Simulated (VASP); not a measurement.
Input of a VASP 6.6.1 run:

INCAR

```
SYSTEM = Ir
PREC = Accurate
ENCUT = 600
EDIFF = 1E-7
ISMEAR = -1
SIGMA = 0.1
LREAL = .FALSE.
LASPH = .TRUE.
NELM = 80
ALGO = Normal
ISIF = 3
LWAVE = .FALSE.
LCHARG = .FALSE.
GGA = B5
ALDAX = 1.0
AGGAX = 1.0
AGGAC = 1.0
ALDAC = 0.0
IBRION = 2
NSW = 80
EDIFFG = -0.01
```

File KPOINTS:

```
Automatic mesh
0
G
  14 14 14
  0 0 0
```

File POSCAR:

```
Ir
1.0
    0.0000000000      1.9197000000      1.9197000000
    1.9197000000      0.0000000000      1.9197000000
    1.9197000000      1.9197000000      0.0000000000
Ir
1
Direct
    0.0000000000      0.0000000000      0.0000000000
```

Potentials or basis: VASP PAW PBE potentials, release 64 (Ir).

The run is started by

```bash
$ cat potpaw_PBE.64/Ir/POTCAR > POTCAR
$ mpirun -np 1 vasp_std > vasp.out
```

(1) Estimate the space group after relaxing (to 0.05 Å).

(2) Estimate the relaxed volume.

Answers

(1) Fm-3m (No. 225).

(2) 15.39 Å³/atom.

Caveat: the PAW data sets were made with another functional, which shifts forces and pressure a little.
